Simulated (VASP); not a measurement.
# BiH4 (Im-3m) in VASP: further runs

BiH4 is run at these levels: PBE; tasks: single point, relaxation of cell and atoms.

Program: VASP 6.6.1. These are calculated values, not measurements. Logs are shortened: lines on timing, memory, paths and dates and some standing lists are left out, and cuts for length are marked.

## 1. The cell of the first run

It takes space group Im-3m (No. 229, cubic). The conventional cell has a = 4.919 Å, b = 4.919 Å, c = 4.919 Å, α = 90.00°, β = 90.00°, γ = 90.00°. Within 2.8 Å of Bi (site symmetry m-3m) lie 8 H at 2.13 Å. H (site symmetry -3m) has 2 Bi at 2.13 Å and 6 H at 2.46 Å within 2.8 Å.

The cell was built from a structure type or drawn by symmetry, and may not be a known phase.

## 2. Single point, PBE

INCAR

```
  PREC = Accurate
  ENCUT = 520
  EDIFF = 1E-6
  ISMEAR = 0
  SIGMA = 0.1
  LREAL = False
  LASPH = True
  NELM = 80
  ALGO = Normal
  ISIF = 2
  LWAVE = False
  LCHARG = True
  GGA = PE
  LELF = True
  LVHAR = True
  NBANDS = 18
```

KPOINTS

```
regular mesh
0
Gamma
  6 6 6
```

POSCAR

```
BiH4
1.0
   -2.4597075900      2.4597075900      2.4597075900
    2.4597075900     -2.4597075900      2.4597075900
    2.4597075900      2.4597075900     -2.4597075900
Bi H
1 4
Direct
    0.0000000000      0.0000000000      0.0000000000
    0.5000000000      0.5000000000      0.5000000000
    0.5000000000      0.0000000000      0.0000000000
    0.0000000000      0.0000000000      0.5000000000
    0.0000000000      0.5000000000      0.0000000000
```

Potentials or basis: VASP PAW PBE potentials, release 64 (Bi_d, H).

Run with:

```console
$ cat potpaw_PBE.64/Bi_d/POTCAR potpaw_PBE.64/H/POTCAR > POTCAR
$ mpirun -np 1 vasp_std > vasp.out
```

OUTCAR:

```text
PREC = Accurate
   ENCUT = 520
   EDIFF = 1E-6
   ISMEAR = 0
   LREAL = False
   LASPH = True
   NELM = 80
   ISIF = 2
   GGA = PE

 ion  position               nearest neighbor table
   1  0.000  0.000  0.000-   2 2.13   3 2.13   4 2.13   5 2.13   4 2.13   5 2.13   3 2.13   2 2.13

   2  0.500  0.500  0.500-   1 2.13   1 2.13
   3  0.500  0.000  0.000-   1 2.13   1 2.13
   4  0.000  0.000  0.500-   1 2.13   1 2.13
   5  0.000  0.500  0.000-   1 2.13   1 2.13

  LATTYP: Found a body centered cubic cell.
 ALAT       =     4.9194151800

  Lattice vectors:

 A1 = (  -2.4597075900,   2.4597075900,   2.4597075900)
 A2 = (   2.4597075900,  -2.4597075900,   2.4597075900)
 A3 = (   2.4597075900,   2.4597075900,  -2.4597075900)

Analysis of symmetry for initial positions (statically):
=====================================================================
 Subroutine PRICEL returns:
 Original cell was already a primitive cell.

 Routine SETGRP: Setting up the symmetry group for a
 body centered cubic supercell.

 Subroutine GETGRP returns: Found 48 space group operations
 (whereof 48 operations were pure point group operations)
 out of a pool of 48 trial point group operations.

The static configuration has the point symmetry O_h .

Analysis of symmetry for dynamics (positions and initial velocities):
=====================================================================
 Subroutine PRICEL returns:
 Original cell was already a primitive cell.

 Routine SETGRP: Setting up the symmetry group for a
 body centered cubic supercell.

 Subroutine GETGRP returns: Found 48 space group operations
 (whereof 48 operations were pure point group operations)
 out of a pool of 48 trial point group operations.

The dynamic configuration has the point symmetry O_h .

 Subroutine INISYM returns: Found 48 space group operations
 (whereof 48 operations are pure point group operations),
 and found     1 'primitive' translations

----------------------------------------------------------------------------------------

                                     Primitive cell

  volume of cell :      59.5265

  direct lattice vectors                    reciprocal lattice vectors
    -2.459707590  2.459707590  2.459707590     0.000000000  0.203276195  0.203276195
     2.459707590 -2.459707590  2.459707590     0.203276195  0.000000000  0.203276195
     2.459707590  2.459707590 -2.459707590     0.203276195  0.203276195  0.000000000

  length of vectors
     4.260338518  4.260338518  4.260338518     0.287475952  0.287475952  0.287475952

  position of ions in fractional coordinates (direct lattice)
     0.000000000  0.000000000  0.000000000
     0.500000000  0.500000000  0.500000000
     0.500000000  0.000000000  0.000000000
     0.000000000  0.000000000  0.500000000
     0.000000000  0.500000000  0.000000000

  ion indices of the primitive-cell ions
   primitive index   ion index
                 1           1
                 2           2
                 3           3
                 4           4
                 5           5

----------------------------------------------------------------------------------------

 KPOINTS: regular mesh

Automatic generation of k-mesh.
 Grid dimensions read from file:
 generate k-points for:    6    6    6

 Generating k-lattice:

  Cartesian coordinates                     Fractional coordinates (reciprocal lattice)
     0.000000000  0.033879366  0.033879366     0.166666667  0.000000000  0.000000000
     0.033879366  0.000000000  0.033879366     0.000000000  0.166666667  0.000000000
     0.033879366  0.033879366  0.000000000     0.000000000  0.000000000  0.166666667

  Length of vectors
     0.047912659  0.047912659  0.047912659

  Shift w.r.t. Gamma in fractional coordinates (k-lattice)
     0.000000000  0.000000000  0.000000000

 Subroutine IBZKPT returns following result:
 ===========================================

 Found     16 irreducible k-points:

 Following reciprocal coordinates:
            Coordinates               Weight
  0.000000  0.000000  0.000000      1.000000
  0.166667  0.000000  0.000000     12.000000
  0.333333  0.000000  0.000000     12.000000
  0.500000  0.000000  0.000000      6.000000
  0.166667  0.166667  0.000000     24.000000
  0.333333  0.166667 -0.000000     48.000000
[... 8 lines left out ...]
  0.500000  0.500000  0.333333     12.000000
  0.500000  0.500000  0.500000      1.000000
   k-points           NKPTS =     16   k-points in BZ     NKDIM =     16   number of bands    NBANDS=     18
   number of dos      NEDOS =    301   number of ions     NIONS =      5
   total plane-waves  NPLWV =  32768
   dimension x,y,z NGX =    32 NGY =   32 NGZ =   32
   dimension x,y,z NGXF=    64 NGYF=   64 NGZF=   64
   ions per type =               1   4
   NGX,Y,Z   is equivalent  to a cutoff of  12.49, 12.49, 12.49 a.u.
   NGXF,Y,Z  is equivalent  to a cutoff of  24.97, 24.97, 24.97 a.u.
 SYSTEM =  unknown system
   PREC   = accura    normal or accurate (medium, high low for compatibility)
   ISTART =      0    job   : 0-new  1-cont  2-samecut
   ICHARG =      2    charge: 1-file 2-atom 10-const
   ISPIN  =      1    spin polarized calculation?
   LNONCOLLINEAR =      F non collinear calculations
   LSORBIT =      F    spin-orbit coupling
   LASPH  =      T    aspherical Exc in radial PAW
   ENCUT  =  520.0 eV  38.22 Ry    6.18 a.u.   7.92  7.92  7.92*2*pi/ulx,y,z
   NELM   =     80;   NELMIN=  2; NELMDL= -5     # of ELM steps
   EDIFF  = 0.1E-05   stopping-criterion for ELM
   LREAL  =      F    real-space projection
   EDIFFG = 0.1E-04   stopping-criterion for IOM
   NSW    =      0    number of steps for IOM
   IBRION =     -1    ionic relax: 0-MD 1-quasi-New 2-CG
   NFREE  =      0    steps in history (QN), initial steepest desc. (CG)
   ISIF   =      2    stress and relaxation
   ISYM   =      2    0-nonsym 1-usesym 2-fastsym
   POTIM  = 0.5000    time-step for ionic-motion
   TEBEG  =    0.0;   TEEND  =   0.0 temperature during run
   PSTRESS=    0.0 pullay stress
   NELECT =      19.0000    total number of electrons
   NUPDOWN=      -1.0000    fix difference up-down
   EMIN   =  10.00;   EMAX   =-10.00  energy-range for DOS
   EFERMI =   0.00;   METHOD = LEGACY
   ISMEAR =     0;   SIGMA  =   0.10  broadening in eV -4-tet -1-fermi 0-gaus
   EFERMI_NEDOS =   21; number of points for ismear=-14 and -15
   IALGO  =     38    algorithm
   IMIX   =      4    mixing-type and parameters
     AMIX     =   0.40;   BMIX     =  1.00
     AMIX_MAG =   1.60;   BMIX_MAG =  1.00
  volume/ion in A,a.u.               =      11.91        80.34
  Fermi-wavevector in a.u.,A,eV,Ry     =   1.118809  2.114242 17.030864  1.251733
  Thomas-Fermi vector in A             =   2.255443
   LORBIT       =      0    0 simple, 1 ext, 2 COOP (PROOUT), +10 PAW based schemes
   GGA     = PE    functional components
   LHFCALC =     F    Hartree Fock is set to
   AEXX    =    0.0000 exact exchange contribution
   IVDW    =     0    specifies the selected vdW correction
   LEPSILON=     F    determine dielectric tensor
   LRPA    =     F    only Hartree local field effects (RPA)
 non-spin polarized calculation
 Gauss-broadening in eV      SIGMA  =   0.10
  energy-cutoff  :      520.00
  volume of cell :       59.53
 maximum number of plane-waves:      1638
   NGX = 15   NGY = 15   NGZ = 15

 number of electron      18.9999997 magnetization

 Free energy of the ion-electron system (eV)
  ---------------------------------------------------
  ext. energy  EPLUGINS =         0.00000000
  ---------------------------------------------------
  free energy    TOTEN  =       -13.57921507 eV

  energy without entropy =      -13.55957691  energy(sigma->0) =      -13.56939599

 E-fermi :   2.6551     XC(G=0):  -8.6444

 val. band max:        2.6498699411   @ k =   0.3333   0.3333   0.0000
 cond. band min:       2.7297445492   @ k =  -0.3333   0.5000   0.1667
 fundamental gap:      0.0798746081
 Fermi energy:         2.6550584991

 k-point     1 :       0.0000    0.0000    0.0000
  band No.  band energies     occupation
      1     -19.9671      2.00000
      2     -19.9671      2.00000
      3     -19.9671      2.00000
      4     -19.9162      2.00000
      5     -19.9162      2.00000
      6      -9.6486      2.00000
[... 10 lines left out ...]
     17      12.6929      0.00000
     18      12.6929      0.00000

 k-point     2 :       0.1667    0.0000    0.0000
  band No.  band energies     occupation
      1     -19.9681      2.00000
      2     -19.9616      2.00000
      3     -19.9545      2.00000
      4     -19.9175      2.00000
      5     -19.9168      2.00000
      6      -9.4105      2.00000
[... 10 lines left out ...]
     17      13.9464      0.00000
     18      14.1184      0.00000

 k-point     3 :       0.3333    0.0000    0.0000
  band No.  band energies     occupation
      1     -19.9700      2.00000
      2     -19.9511      2.00000
      3     -19.9290      2.00000
      4     -19.9196      2.00000
      5     -19.9180      2.00000
      6      -8.8127      2.00000
[... 10 lines left out ...]
     17      13.6082      0.00000
     18      14.8818      0.00000

 k-point     4 :       0.5000    0.0000    0.0000
  band No.  band energies     occupation
      1     -19.9710      2.00000
      2     -19.9461      2.00000
      3     -19.9205      2.00000
      4     -19.9187      2.00000
      5     -19.9162      2.00000
      6      -8.4050      2.00000
[... 10 lines left out ...]
     17      13.8371      0.00000
     18      16.0367      0.00000

 k-point     5 :       0.1667    0.1667    0.0000
  band No.  band energies     occupation
      1     -19.9655      2.00000
      2     -19.9565      2.00000
      3     -19.9365      2.00000
      4     -19.9191      2.00000
      5     -19.9179      2.00000
      6      -8.9863      2.00000
[... 10 lines left out ...]
     17      12.5605      0.00000
     18      16.1083      0.00000

 k-point     6 :       0.3333    0.1667   -0.0000
  band No.  band energies     occupation
      1     -19.9656      2.00000
      2     -19.9452      2.00000
      3     -19.9224      2.00000
      4     -19.9203      2.00000
      5     -19.9189      2.00000
      6      -8.4296      2.00000
[... 10 lines left out ...]
     17      14.4822      0.00000
     18      15.1122      0.00000

 k-point     7 :       0.3333    0.3333    0.0000
  band No.  band energies     occupation
      1     -19.9619      2.00000
      2     -19.9314      2.00000
      3     -19.9314      2.00000
      4     -19.9201      2.00000
      5     -19.9201      2.00000
      6      -8.2181      2.00000
[... 10 lines left out ...]
     17      15.5103      0.00000
     18      15.5103      0.00000

 k-point     8 :       0.1667    0.1667    0.1667
  band No.  band energies     occupation
      1     -19.9578      2.00000
      2     -19.9578      2.00000
      3     -19.9269      2.00000
      4     -19.9187      2.00000
      5     -19.9187      2.00000
      6      -8.5563      2.00000
[... 10 lines left out ...]
     17      12.9831      0.00000
     18      15.4583      0.00000
[... 61 lines left out ...]
     17      14.3380      0.00000
     18      16.8168      0.00000

 k-point    12 :       0.5000    0.5000    0.1667
  band No.  band energies     occupation
      1     -19.9580      2.00000
      2     -19.9393      2.00000
      3     -19.9225      2.00000
      4     -19.9212      2.00000
      5     -19.9168      2.00000
      6      -8.1821      2.00000
[... 10 lines left out ...]
     17      16.0629      0.00000
     18      16.6331      0.00000

 k-point    13 :      -0.3333    0.5000    0.1667
  band No.  band energies     occupation
      1     -19.9510      2.00000
      2     -19.9319      2.00000
      3     -19.9235      2.00000
      4     -19.9234      2.00000
      5     -19.9208      2.00000
      6      -8.0678      2.00000
[... 10 lines left out ...]
     17      15.7438      0.00000
     18      16.3232      0.00000

 k-point    14 :      -0.3333    0.3333    0.3333
  band No.  band energies     occupation
      1     -19.9315      2.00000
      2     -19.9315      2.00000
      3     -19.9306      2.00000
      4     -19.9258      2.00000
      5     -19.9238      2.00000
      6      -8.0118      2.00000
[... 10 lines left out ...]
     17      15.9257      0.00000
     18      16.6998      0.00000

 k-point    15 :       0.5000    0.5000    0.3333
  band No.  band energies     occupation
      1     -19.9317      2.00000
      2     -19.9276      2.00000
      3     -19.9264      2.00000
      4     -19.9247      2.00000
      5     -19.9180      2.00000
      6      -7.6222      2.00000
[... 10 lines left out ...]
     17      16.0310      0.00000
     18      16.7896      0.00000

 k-point    16 :       0.5000    0.5000    0.5000
  band No.  band energies     occupation
      1     -19.9291      2.00000
      2     -19.9291      2.00000
      3     -19.9186      2.00000
      4     -19.9186      2.00000
      5     -19.9186      2.00000
      6      -7.2401      2.00000
[... 10 lines left out ...]
     17      15.0494      0.00000
     18      15.0494      0.00000

------------------------ aborting loop because EDIFF is reached ----------------------------------------

  FORCE on cell =-STRESS in cart. coord.  units (eV):
  Direction    XX          YY          ZZ          XY          YZ          ZX
  --------------------------------------------------------------------------------------
  -------------------------------------------------------------------------------------
  Total       -0.1211048     -0.1211048     -0.1211048      0.0000000      0.0000000     -0.0000000
  in kB       -3.2595790     -3.2595790     -3.2595790      0.0000000      0.0000000     -0.0000000
  external PRESSURE =      -3.2595790 kB  Pullay stress =       0.0000000 kB

 VOLUME and BASIS-vectors are now :
 -----------------------------------------------------------------------------
  energy-cutoff  :      520.00
  volume of cell :       59.53
      direct lattice vectors                 reciprocal lattice vectors
    -2.459707590  2.459707590  2.459707590     0.000000000  0.203276195  0.203276195
     2.459707590 -2.459707590  2.459707590     0.203276195  0.000000000  0.203276195
     2.459707590  2.459707590 -2.459707590     0.203276195  0.203276195  0.000000000

 POSITION                                       TOTAL-FORCE (eV/Angst)
 -----------------------------------------------------------------------------------
      0.00000      0.00000      0.00000        -0.000000     -0.000000     -0.000000
      1.22985      1.22985      1.22985        -0.000000     -0.000000     -0.000000
     -1.22985      1.22985      1.22985        -0.000000      0.000000      0.000000
      1.22985      1.22985     -1.22985         0.000000      0.000000      0.000000
      1.22985     -1.22985      1.22985         0.000000      0.000000      0.000000
 -----------------------------------------------------------------------------------
    total drift:                               -0.000000      0.000000      0.000000

  FREE ENERGIE OF THE ION-ELECTRON SYSTEM (eV)
  ---------------------------------------------------
  free  energy   TOTEN  =       -13.5792150663 eV

  energy  without entropy=      -13.5595769133  energy(sigma->0) =      -13.56939599
```

Wall time 15 s (1 thread of Intel Xeon Platinum 8488C (Sapphire Rapids), shared host); peak memory 0.17 GiB.

Results:

| Item | Value |
| --- | --- |
| Free energy | -13.5792 eV |
| Pressure | -0.3 GPa |
| Band gap on the k mesh | zero (an odd number of electrons rules out a gap without spin polarisation) |

Levels at points of the mesh, in eV from the Fermi level:
| k point | band 5 | band 6 | band 7 | band 8 | band 9 | band 10 | band 11 | band 12 | band 13 | band 14 |
| --- | --- | --- | --- | --- | --- | --- | --- | --- | --- | --- |
| (0.00, 0.00, 0.00) | -22.57 | -12.30 | -0.49 | -0.49 | -0.49 | 1.02 | 1.07 | 1.07 | 1.07 | 8.19 |
| (0.50, 0.00, 0.00) | -22.57 | -11.06 | -6.05 | -3.36 | -1.02 | 0.21 | 0.90 | 6.77 | 7.15 | 7.80 |
| (0.50, 0.50, 0.50) | -22.57 | -9.90 | -5.31 | -5.31 | -5.31 | 1.14 | 3.34 | 3.34 | 9.57 | 9.57 |

Caveat: spin-orbit coupling is left out, which moves the levels of the heavy elements.

[end of part 1 of 2]
